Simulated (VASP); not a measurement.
# Ga3Se (Pm-3m) in VASP: further runs

Ga3Se is run at these levels: PBEsol, PBE; tasks: relaxation of cell and atoms, single point.

Everything below comes from runs of VASP 6.6.1. Logs are shortened: lines on timing, memory, paths and dates and some standing lists are left out, and cuts for length are marked.

## (1) The cell of the first run

It takes space group Pm-3m (No. 221, cubic). The conventional cell has a = 4.432 Å, b = 4.432 Å, c = 4.432 Å, α = 90.00°, β = 90.00°, γ = 90.00°. Se (site symmetry m-3m) has 12 Ga at 3.13 Å within 4.1 Å. Ga (site symmetry 4/mmm) has 4 Se at 3.13 Å and 8 Ga at 3.13 Å within 4.1 Å.

## (2) Relaxation of cell and atoms, PBEsol, target pressure 10 GPa, at which the enthalpy is minimised

Contents of INCAR:

```
PREC = Accurate
ENCUT = 600
EDIFF = 1E-6
ISMEAR = -1
SIGMA = 0.05
LREAL = False
LASPH = True
NELM = 80
ALGO = Normal
ISIF = 3
LWAVE = False
LCHARG = False
GGA = PS
IBRION = 2
NSW = 80
EDIFFG = -0.02
PSTRESS = 100.0
```

Contents of KPOINTS:

```
regular mesh
0
Gamma
  6 6 6
```

Contents of POSCAR:

```
Ga3Se
1.0
    4.4324650000      0.0000000000      0.0000000000
    0.0000000000      4.4324650000      0.0000000000
    0.0000000000      0.0000000000      4.4324650000
Se Ga
1 3
Direct
    0.0000000000      0.0000000000      0.0000000000
    0.5000000000      0.5000000000      0.0000000000
    0.5000000000      0.0000000000      0.5000000000
    0.0000000000      0.5000000000      0.5000000000
```

Potentials or basis: VASP PAW PBE potentials, release 64 (Se, Ga_d).

Launch:

```
$ cat potpaw_PBE.64/Se/POTCAR potpaw_PBE.64/Ga_d/POTCAR > POTCAR
$ mpirun -np 1 vasp_std > vasp.out
```

OUTCAR:

```text
PREC = Accurate
   ENCUT = 600
   EDIFF = 1E-6
   ISMEAR = -1
   LREAL = False
   LASPH = True
   NELM = 80
   ISIF = 3
   GGA = PS
   IBRION = 2
   NSW = 80
   EDIFFG = -0.02
   PSTRESS = 100.0

 ion  position               nearest neighbor table
   1  0.000  0.000  0.000-
   2  0.500  0.500  0.000-
   3  0.500  0.000  0.500-
   4  0.000  0.500  0.500-

  LATTYP: Found a simple cubic cell.
 ALAT       =     4.4324650000

  Lattice vectors:

 A1 = (   4.4324650000,   0.0000000000,   0.0000000000)
 A2 = (   0.0000000000,   4.4324650000,   0.0000000000)
 A3 = (   0.0000000000,   0.0000000000,   4.4324650000)

Analysis of symmetry for initial positions (statically):
=====================================================================
 Subroutine PRICEL returns:
 Original cell was already a primitive cell.

 Routine SETGRP: Setting up the symmetry group for a
 simple cubic supercell.

 Subroutine GETGRP returns: Found 48 space group operations
 (whereof 48 operations were pure point group operations)
 out of a pool of 48 trial point group operations.

The static configuration has the point symmetry O_h .

Analysis of symmetry for dynamics (positions and initial velocities):
=====================================================================
 Subroutine PRICEL returns:
 Original cell was already a primitive cell.

 Routine SETGRP: Setting up the symmetry group for a
 simple cubic supercell.

 Subroutine GETGRP returns: Found 48 space group operations
 (whereof 48 operations were pure point group operations)
 out of a pool of 48 trial point group operations.

The dynamic configuration has the point symmetry O_h .

 Subroutine INISYM returns: Found 48 space group operations
 (whereof 48 operations are pure point group operations),
 and found     1 'primitive' translations

----------------------------------------------------------------------------------------

                                     Primitive cell

  volume of cell :      87.0835

  direct lattice vectors                    reciprocal lattice vectors
     4.432465000  0.000000000  0.000000000     0.225608098  0.000000000  0.000000000
     0.000000000  4.432465000  0.000000000     0.000000000  0.225608098  0.000000000
     0.000000000  0.000000000  4.432465000     0.000000000  0.000000000  0.225608098

  length of vectors
     4.432465000  4.432465000  4.432465000     0.225608098  0.225608098  0.225608098

  position of ions in fractional coordinates (direct lattice)
     0.000000000  0.000000000  0.000000000
     0.500000000  0.500000000  0.000000000
     0.500000000  0.000000000  0.500000000
     0.000000000  0.500000000  0.500000000

  ion indices of the primitive-cell ions
   primitive index   ion index
                 1           1
                 2           2
                 3           3
                 4           4

----------------------------------------------------------------------------------------

 KPOINTS: regular mesh

Automatic generation of k-mesh.
 Grid dimensions read from file:
 generate k-points for:    6    6    6

 Generating k-lattice:

  Cartesian coordinates                     Fractional coordinates (reciprocal lattice)
     0.037601350  0.000000000  0.000000000     0.166666667  0.000000000  0.000000000
     0.000000000  0.037601350  0.000000000     0.000000000  0.166666667  0.000000000
     0.000000000  0.000000000  0.037601350     0.000000000  0.000000000  0.166666667

  Length of vectors
     0.037601350  0.037601350  0.037601350

  Shift w.r.t. Gamma in fractional coordinates (k-lattice)
     0.000000000  0.000000000  0.000000000

 Subroutine IBZKPT returns following result:
 ===========================================

 Found     20 irreducible k-points:

 Following reciprocal coordinates:
            Coordinates               Weight
  0.000000  0.000000  0.000000      1.000000
  0.166667  0.000000  0.000000      6.000000
  0.333333  0.000000  0.000000      6.000000
  0.500000  0.000000  0.000000      3.000000
  0.166667  0.166667  0.000000     12.000000
  0.333333  0.166667  0.000000     24.000000
[... 12 lines left out ...]
  0.500000  0.500000  0.333333      6.000000
  0.500000  0.500000  0.500000      1.000000
   k-points           NKPTS =     20   k-points in BZ     NKDIM =     20   number of bands    NBANDS=     27
   number of dos      NEDOS =    301   number of ions     NIONS =      4
   total plane-waves  NPLWV =  46656
   dimension x,y,z NGX =    36 NGY =   36 NGZ =   36
   dimension x,y,z NGXF=    72 NGYF=   72 NGZF=   72
   ions per type =               1   3
   NGX,Y,Z   is equivalent  to a cutoff of  13.50, 13.50, 13.50 a.u.
   NGXF,Y,Z  is equivalent  to a cutoff of  27.00, 27.00, 27.00 a.u.
 SYSTEM =  unknown system
   PREC   = accura    normal or accurate (medium, high low for compatibility)
   ISTART =      0    job   : 0-new  1-cont  2-samecut
   ICHARG =      2    charge: 1-file 2-atom 10-const
   ISPIN  =      1    spin polarized calculation?
   LNONCOLLINEAR =      F non collinear calculations
   LSORBIT =      F    spin-orbit coupling
   LASPH  =      T    aspherical Exc in radial PAW
   ENCUT  =  600.0 eV  44.10 Ry    6.64 a.u.   8.85  8.85  8.85*2*pi/ulx,y,z
   NELM   =     80;   NELMIN=  2; NELMDL= -5     # of ELM steps
   EDIFF  = 0.1E-05   stopping-criterion for ELM
   LREAL  =      F    real-space projection
   EDIFFG = -.2E-01   stopping-criterion for IOM
   NSW    =     80    number of steps for IOM
   IBRION =      2    ionic relax: 0-MD 1-quasi-New 2-CG
   NFREE  =      1    steps in history (QN), initial steepest desc. (CG)
   ISIF   =      3    stress and relaxation
   ISYM   =      2    0-nonsym 1-usesym 2-fastsym
   POTIM  = 0.5000    time-step for ionic-motion
   TEBEG  =    0.0;   TEEND  =   0.0 temperature during run
   PSTRESS=  100.0 pullay stress
   NELECT =      45.0000    total number of electrons
   NUPDOWN=      -1.0000    fix difference up-down
   EMIN   =  10.00;   EMAX   =-10.00  energy-range for DOS
   EFERMI =   0.00;   METHOD = LEGACY
   ISMEAR =    -1;   SIGMA  =   0.05  broadening in eV -4-tet -1-fermi 0-gaus
   EFERMI_NEDOS =   21; number of points for ismear=-14 and -15
   IALGO  =     38    algorithm
   IMIX   =      4    mixing-type and parameters
     AMIX     =   0.40;   BMIX     =  1.00
     AMIX_MAG =   1.60;   BMIX_MAG =  1.00
  volume/ion in A,a.u.               =      21.77       146.92
  Fermi-wavevector in a.u.,A,eV,Ry     =   1.313713  2.482557 23.481488  1.725841
  Thomas-Fermi vector in A             =   2.444016
   LORBIT       =      0    0 simple, 1 ext, 2 COOP (PROOUT), +10 PAW based schemes
   GGA     = PS    functional components
   LHFCALC =     F    Hartree Fock is set to
   AEXX    =    0.0000 exact exchange contribution
   IVDW    =     0    specifies the selected vdW correction
   LEPSILON=     F    determine dielectric tensor
   LRPA    =     F    only Hartree local field effects (RPA)
 conjugate gradient relaxation of ions
 non-spin polarized calculation
  energy-cutoff  :      600.00
  volume of cell :       87.08
 maximum number of plane-waves:      2945
 NGX is ok and might be reduce to    36
   NGX = 17   NGY = 17   NGZ = 17

--------------------------------------- Ionic step        1  -------------------------------------------

 number of electron      44.9999944 magnetization

 Free energy of the ion-electron system (eV)
  ---------------------------------------------------
  ext. energy  EPLUGINS =         0.00000000
  ---------------------------------------------------
  free energy    TOTEN  =       -13.94757354 eV

  energy without entropy =      -13.93705179  energy(sigma->0) =      -13.94231266

------------------------ aborting loop because EDIFF is reached ----------------------------------------

  FORCE on cell =-STRESS in cart. coord.  units (eV):
  Direction    XX          YY          ZZ          XY          YZ          ZX
  --------------------------------------------------------------------------------------
  -------------------------------------------------------------------------------------
  Total       -1.9409125     -1.9409125     -1.9409125     -0.0000000     -0.0000000      0.0000000
  in kB      -35.7092381    -35.7092381    -35.7092381     -0.0000000     -0.0000000      0.0000000
  external PRESSURE =    -135.7092381 kB  Pullay stress =     100.0000000 kB

 VOLUME and BASIS-vectors are now :
 -----------------------------------------------------------------------------
  energy-cutoff  :      600.00
  volume of cell :       87.08
      direct lattice vectors                 reciprocal lattice vectors
     4.432465000  0.000000000  0.000000000     0.225608098  0.000000000  0.000000000
     0.000000000  4.432465000  0.000000000     0.000000000  0.225608098  0.000000000
     0.000000000  0.000000000  4.432465000     0.000000000  0.000000000  0.225608098
[... 50 lines left out ...]
  FREE ENERGIE OF THE ION-ELECTRON SYSTEM (eV)
  ---------------------------------------------------
  free  energy   TOTEN  =       -13.4854061088 eV

  energy  without entropy=      -13.4707060390  energy(sigma->0) =      -13.47805607

  enthalpy is  TOTEN    =        -9.3754761817 eV   P V=        4.1099299272

--------------------------------------- Ionic step        3  -------------------------------------------

 number of electron      45.0000019 magnetization

 Free energy of the ion-electron system (eV)
  ---------------------------------------------------
  ext. energy  EPLUGINS =         0.00000000
  ---------------------------------------------------
  free energy    TOTEN  =       -13.73540339 eV

  energy without entropy =      -13.72066609  energy(sigma->0) =      -13.72803474

 E-fermi :   6.7973     XC(G=0): -11.5445

 val. band max:        6.7168902111   @ k =   0.1667   0.1667   0.0000
 cond. band min:       6.8022437331   @ k =   0.3333   0.0000   0.0000
 fundamental gap:      0.0853535219
 Fermi energy:         6.7973449485

 k-point     1 :       0.0000    0.0000    0.0000
  band No.  band energies     occupation
      1      -8.6778      2.00000
      2      -8.3792      2.00000
      3      -8.3792      2.00000
      4      -8.3792      2.00000
      5      -8.2938      2.00000
      6      -8.2938      2.00000
[... 19 lines left out ...]
     26      11.7454      0.00000
     27      11.7454      0.00000
[... 590 lines left out ...]
 POSITION                                       TOTAL-FORCE (eV/Angst)
 -----------------------------------------------------------------------------------
      0.00000      0.00000      0.00000         0.000000      0.000000      0.000000
      2.05147      2.05147      0.00000         0.000000      0.000000      0.000000
      2.05147     -0.00000      2.05147         0.000000     -0.000000      0.000000
     -0.00000      2.05147      2.05147        -0.000000      0.000000      0.000000
 -----------------------------------------------------------------------------------
    total drift:                                0.000000      0.000000      0.000000

  FREE ENERGIE OF THE ION-ELECTRON SYSTEM (eV)
  ---------------------------------------------------
  free  energy   TOTEN  =       -13.7354033898 eV

  energy  without entropy=      -13.7206660879  energy(sigma->0) =      -13.72803474

  enthalpy is  TOTEN    =        -9.4244572511 eV   P V=        4.3109461387

 reached required accuracy - stopping structural energy minimisation
```

It took 3.6 min on 1 thread of Intel Xeon 8259CL, shared host; peak memory 0.24 GiB.

Results:

| Quantity | Value |
| --- | --- |
| Free energy | -13.7354 eV |
| Relaxed volume | 17.27 Å³/atom |
| Relaxed cell | a = 4.103 Å, b = 4.103 Å, c = 4.103 Å, α = 90.00°, β = 90.00°, γ = 90.00° |
| Space group after relaxing (to 0.1 Å) | Pm-3m (No. 221) |
| Energy change on relaxing (the run minimises the enthalpy) | +53.0 meV/atom |
| Ionic steps | 3 |
| Pressure after relaxing | 10.1 GPa |
| Band gap on the k mesh | zero (an odd number of electrons rules out a gap without spin polarisation) |

Step by step:
```
step  energy change (eV)  largest force (eV/Å)  pressure (GPa)  volume (Å³)
   1              0.0000                0.0000           -3.57        87.08
   2              0.4622                0.0000           14.81        65.85
   3              0.2122                0.0000           10.14        69.07
```

Final structure:
```
Se Ga
1.0
     4.10293    0.00000    0.00000
     0.00000    4.10293    0.00000
     0.00000    0.00000    4.10293
Se Ga
1 3
Direct
  0.00000 0.00000 0.00000
  0.50000 0.50000 0.00000
  0.50000 0.00000 0.50000
  0.00000 0.50000 0.50000
```

Levels at points of the mesh, in eV from the Fermi level:
| k point | band 19 | band 20 | band 21 | band 22 | band 23 | band 24 | band 25 | band 26 | band 27 |
| --- | --- | --- | --- | --- | --- | --- | --- | --- | --- |
| (0.00, 0.00, 0.00) | -4.88 | -4.88 | -2.62 | -2.62 | 1.89 | 1.89 | 1.89 | 4.95 | 4.95 |
| (0.50, 0.00, 0.00) | -3.62 | -3.62 | -1.37 | -1.28 | -0.78 | -0.78 | 0.60 | 4.94 | 4.94 |
| (0.50, 0.50, 0.00) | -7.43 | -2.74 | -1.08 | -0.25 | -0.25 | 1.42 | 1.42 | 1.92 | 1.93 |
| (0.50, 0.50, 0.50) | -6.37 | -5.42 | -5.42 | -5.42 | -4.58 | 5.10 | 5.10 | 5.10 | 10.34 |

Caveat: the cell is relaxed towards a set pressure, so the run minimises the enthalpy, not the energy; the volume moved by over 15 % at a fixed basis, so the end points are rough; the PAW data sets were made with another functional, which shifts forces and pressure a little.

## (3) Relaxation of cell and atoms, PBEsol, target pressure 20 GPa, at which the enthalpy is minimised

INCAR: that of step 2 with these lines changed.

```diff
@@ -16,2 +16,2 @@
 EDIFFG = -0.02
-PSTRESS = 100.0
+PSTRESS = 200.0
```

KPOINTS is that of step 2.

POSCAR is that of step 2.

Potentials or basis: VASP PAW PBE potentials, release 64 (Se, Ga_d).

Launch:

```
$ cat potpaw_PBE.64/Se/POTCAR potpaw_PBE.64/Ga_d/POTCAR > POTCAR
$ mpirun -np 1 vasp_std > vasp.out
```

It took 4.6 min on 1 thread of Intel Xeon 8259CL, shared host; peak memory 0.25 GiB.

Results (log left out):

```yaml
Free_energy: -13.1671 eV
Relaxed_volume: 15.73 Å³/atom
Relaxed_cell: a = 3.977 Å, b = 3.977 Å, c = 3.977 Å, α = 90.00°, β = 90.00°, γ = 90.00°
Space_group_after_relaxing_to_0.1_Å: Pm-3m (No. 221)
Energy_change_on_relaxing_the_run_minimises_the_enthalpy: +195.1 meV/atom
Ionic_steps: 4
Pressure_after_relaxing: 20.1 GPa
Band_gap_on_the_k_mesh: zero (an odd number of electrons rules out a gap without spin polarisation)
```

The path:
| step | energy change (eV) | largest force (eV/Å) | pressure (GPa) | volume (Å³) |
| --- | --- | --- | --- | --- |
| 1 | 0.0000 | 0.0000 | -3.57 | 87.08 |
| 2 | 2.9557 | 0.0000 | 52.17 | 52.63 |
| 3 | 0.7285 | 0.0000 | 19.24 | 63.34 |
| 4 | 0.7805 | 0.0000 | 20.06 | 62.91 |

Final structure:
```cif
data_structure
_symmetry_space_group_name_H-M 'P 1'
_symmetry_Int_Tables_number 1
_cell_length_a 3.9772
_cell_length_b 3.9772
_cell_length_c 3.9772
_cell_angle_alpha 90.000
_cell_angle_beta 90.000
_cell_angle_gamma 90.000
_cell_volume 62.91
loop_
_atom_site_label
_atom_site_type_symbol
_atom_site_fract_x
_atom_site_fract_y
_atom_site_fract_z
_atom_site_occupancy
Se1 Se 0.00000 0.00000 0.00000 1
Ga1 Ga 0.50000 0.50000 0.00000 1
Ga2 Ga 0.50000 0.00000 0.50000 1
Ga3 Ga 0.00000 0.50000 0.50000 1
```

Levels at points of the mesh, in eV from the Fermi level:
| k point | band 20 | band 21 | band 22 | band 23 | band 24 | band 25 | band 26 | band 27 |
| --- | --- | --- | --- | --- | --- | --- | --- | --- |
| (0.00, 0.00, 0.00) | -5.44 | -2.61 | -2.61 | 1.99 | 1.99 | 1.99 | 5.15 | 5.15 |
| (0.50, 0.00, 0.00) | -4.02 | -1.43 | -1.05 | -1.05 | -1.05 | 0.30 | 5.25 | 5.25 |
| (0.50, 0.50, 0.00) | -3.03 | -1.22 | -0.05 | -0.05 | 1.27 | 1.27 | 1.93 | 2.13 |
| (0.50, 0.50, 0.50) | -5.62 | -5.62 | -5.62 | -5.11 | 5.61 | 5.61 | 5.61 | 11.11 |

Caveat: the cell is relaxed towards a set pressure, so the run minimises the enthalpy, not the energy; the volume moved by over 15 % at a fixed basis, so the end points are rough; the PAW data sets were made with another functional, which shifts forces and pressure a little.

(Part 1 of 2 ends here.)
